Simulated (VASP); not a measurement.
**ClO: single point with r2SCAN**

The system is ClO.

```
Cl O
1.0
     2.92559    0.00000    0.00000
     0.00000    2.92559    0.00000
     0.00000    0.00000    2.92559
Cl O
1 1
Cartesian
  0.0000 0.0000 0.0000
  1.4628 1.4628 1.4628
```

| Quantity | Value |
| --- | --- |
| Program | VASP 6.6.1 |
| Task | single point |
| Functional | r2SCAN |
| Potentials or basis | VASP PAW PBE potentials, release 64 (Cl, O) |
| Cutoff | 520 eV |
| k mesh | 15 × 15 × 15 |
| Occupations | fermi-dirac, width 0.02 eV |
| Spin | no spin polarisation |

The pressure is -0.3 GPa.

Levels at points of the mesh, in eV from the Fermi level:
```tsv
k point	band 2	band 3	band 4	band 5	band 6	band 7	band 8	band 9	band 10	band 11
(0.00, 0.00, 0.00)	-14.52	-3.16	-3.16	-3.16	1.38	1.38	1.38	9.66	9.66	14.96
```

Run time: 3.8 min on 1 thread of Oxide Virtual Turin-like Processor, on a shared host, peak memory 0.13 GiB.

Caveat: the PAW data sets were made with another functional, which shifts forces and pressure a little; an odd number of electrons without spin polarisation forces a metal; a magnetic or distorted state may lie lower.
